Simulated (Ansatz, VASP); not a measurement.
# One calculation of PbS, two programs

```
Pb S
1.0
     4.12857    0.00000    0.00000
    -2.06428    3.57545    0.00000
     0.00000    0.00000    7.35627
Pb S
2 2
Direct
  0.66667 0.33333 0.75000
  0.33333 0.66667 0.25000
  0.00000 0.00000 0.00000
  0.00000 0.00000 0.50000
```

Alike in both runs: task relaxation of cell and atoms; functional PBE; k mesh 12 × 12 × 6; no spin polarisation.

|  | VASP | Ansatz |
| --- | --- | --- |
| version | VASP 6.6.1 | Ansatz 0.2.0 |
| potentials or method | VASP PAW PBE potentials, release 64 (Pb_d, S), cutoff 600 eV | scalar-relativistic, plane waves, PAW |
| occupations | gaussian, width 0.01 eV | fixed |
| valence electrons in the cell | 40 | 40 |

Ansatz gave:

- gap on the k mesh at the Fermi level, each at its own relaxed structure (eV): 0.25
- relaxed volume (Å³/atom): 27.12
- relaxed length of the cell vector where the two differ most in proportion (Å): 7.357

**Question.** Estimate VASP's values.

**Answer.** gap on the k mesh at the Fermi level, each at its own relaxed structure (eV): 0.25; relaxed volume (Å³/atom): 27.12; relaxed length of the cell vector where the two differ most in proportion (Å): 7.356.

Neither program's run includes spin-orbit coupling.
